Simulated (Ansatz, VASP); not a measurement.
## One calculation of V, two programs

Contents of INCAR:

```
PREC = Accurate
ENCUT = 520
EDIFF = 1E-6
ISMEAR = -1
SIGMA = 0.1
LREAL = False
LASPH = True
NELM = 80
ALGO = Normal
ISIF = 2
LWAVE = False
LCHARG = False
GGA = PS
NBANDS = 12
```

The input KPOINTS:

```
regular mesh
0
Gamma
  24 24 24
```

POSCAR

```
V
1.0
   -1.5183433476      1.5183433476      1.5183433476
    1.5183433476     -1.5183433476      1.5183433476
    1.5183433476      1.5183433476     -1.5183433476
V
1
Direct
    0.0000000000      0.0000000000      0.0000000000
```

Input for Ansatz:

```yaml
crystal:
  lattice:
    - [-1.5183433474, 1.5183433474, 1.5183433474]
    - [1.5183433474, -1.5183433474, 1.5183433474]
    - [1.5183433474, 1.5183433474, -1.5183433474]
  atoms:
    - { symbol: V, position: [0.0, 0.0, 0.0] }
hamiltonian:
  xc: pbesol
  pseudopotentials:
    kind: paw
    azcp:
      V: "pseudopotentials/V.paw.azcp"
basis:
  ecutwfc: 420
  fft_grid_basis: typed
kpoints:
  mp_grid: { grid: [24, 24, 24], shift: [0, 0, 0] }
magnetization:
  spin_polarized: false
scf:
  occupations: { method: fermi_dirac, width: 0.1 }
output:
  stress: true
```

Alike in both runs: task single point; functional PBEsol; k mesh 24 × 24 × 24; occupations fermi-dirac, width 0.1 eV; no spin polarisation.

|  | VASP | Ansatz |
| --- | --- | --- |
| version | VASP 6.6.1 | Ansatz 0.2.0 |
| potentials or method | VASP PAW PBE potentials, release 64 (V_sv), cutoff 520 eV | plane waves (420 eV) with PAW, scalar-relativistic |
| valence electrons in the cell | 13 | 13 |

```csv
,VASP,Ansatz,Ansatz less VASP
pressure (GPa),-12.8,-12.9,-0.18
```

VASP's potentials were made for PBE, not for PBEsol, and Ansatz warns of the same on its side.
